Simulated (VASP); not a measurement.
Here is a VASP 6.6.1 calculation.

File INCAR:

```
SYSTEM = H2ClF
PREC     = Accurate       ! precision mode
ENCUT    = 1010           ! plane-wave cutoff, eV
EDIFF    = 1E-6           ! SCF threshold, eV
ISMEAR   = -1             ! smearing method
SIGMA    = 0.02           ! smearing width, eV
LREAL    = .FALSE.        ! projectors in reciprocal space
LASPH    = .TRUE.         ! aspherical terms in the spheres
NELM     = 120            ! most SCF steps
ALGO     = Normal         ! electronic algorithm
ISIF     = 2              ! what is computed and relaxed
LWAVE    = .FALSE.        ! write WAVECAR
LCHARG   = .TRUE.         ! write CHGCAR
GGA      = PE             ! functional
IVDW     = 12             ! dispersion correction
LELF     = .TRUE.         ! ELF
LVHAR    = .TRUE.       
NBANDS   = 36             ! bands
GGA_COMPAT= .FALSE.
```

KPOINTS

```
Automatic mesh
0
G
  1 1 1
  0 0 0
```

Contents of POSCAR:

```
H2ClF
1.0
    6.5460240000      0.0000000000      0.0000000000
    0.0000000000      6.5460240000      0.0000000000
    0.0000000000      0.0000000000      6.5460240000
F H Cl
3 6 3
Direct
    0.4949111094      0.2207446841      0.7549468196
    0.6267163090      0.1837145724      0.3898855244
    0.6207890469      0.6094844749      0.5845685870
    0.5358214391      0.2329200137      0.6186045147
    0.7247605569      0.1246252687      0.3161919357
    0.5303066411      0.6980267717      0.6540458758
    0.3510222388      0.9819242948      0.8101864582
    0.1610748754      0.4093629965     -0.0818359358
    0.8340482711      0.7474919126      0.4375174915
    0.2975546683      0.7843692599      0.8093157006
    0.0711271453      0.3346000565      0.0658109411
    0.9199782952      0.8392269873      0.2887401574
```

Potentials or basis: VASP PAW PBE potentials, release 64 (F_h, H_h, Cl).

Command:

```console
$ cat potpaw_PBE.64/F_h/POTCAR potpaw_PBE.64/H_h/POTCAR potpaw_PBE.64/Cl/POTCAR > POTCAR
$ mpirun -np 1 vasp_gam > vasp.out
```

(1) Predict the largest force.

(2) Predict the dispersion energy per atom.

(3) Estimate the pressure.

## Answers

(1) 3.419 eV/Å.

(2) -0.033 eV.

(3) 1.5 GPa.

Caveat: the k points lie up to 0.96 Å⁻¹ apart, too coarse for converged energies, forces and pressures.
